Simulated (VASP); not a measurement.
# Lu: single point with LDA

The system is Lu.

```xyz
1
Lattice="-1.8206 1.8206 1.8206 1.8206 -1.8206 1.8206 1.8206 1.8206 -1.8206" Properties=species:S:1:pos:R:3 pbc="T T T"
Lu    0.0000    0.0000    0.0000
```

This cell differs from its parent crystal: volume scaled by 0.92.

```json
{
  "Program": "VASP 6.6.1",
  "Task": "single point",
  "Functional": "LDA",
  "Potentials or basis": "VASP PAW PBE potentials, release 64 (Lu)",
  "Cutoff": "520 eV",
  "k mesh": "13 × 13 × 13",
  "Occupations": "fermi-dirac, width 0.1 eV",
  "Spin": "no spin polarisation"
}
```

```json
{
 "Pressure": "5.2 GPa"
}
```

Levels at points of the mesh, in eV from the Fermi level:
```tsv
k point	band 9	band 10	band 11	band 12	band 13	band 14	band 15	band 16
(0.00, 0.00, 0.00)	-4.80	-4.80	-4.80	-4.76	2.20	2.20	2.20	4.94
```

Wall time 14 s on 1 thread of Intel(R) Xeon(R) Platinum 8488C (Sapphire Rapids), on a shared host, peak memory 0.16 GiB.

Caveat: the PAW data sets were made with another functional, which shifts forces and pressure a little; spin-orbit coupling is left out, which moves the levels of the heavy elements.
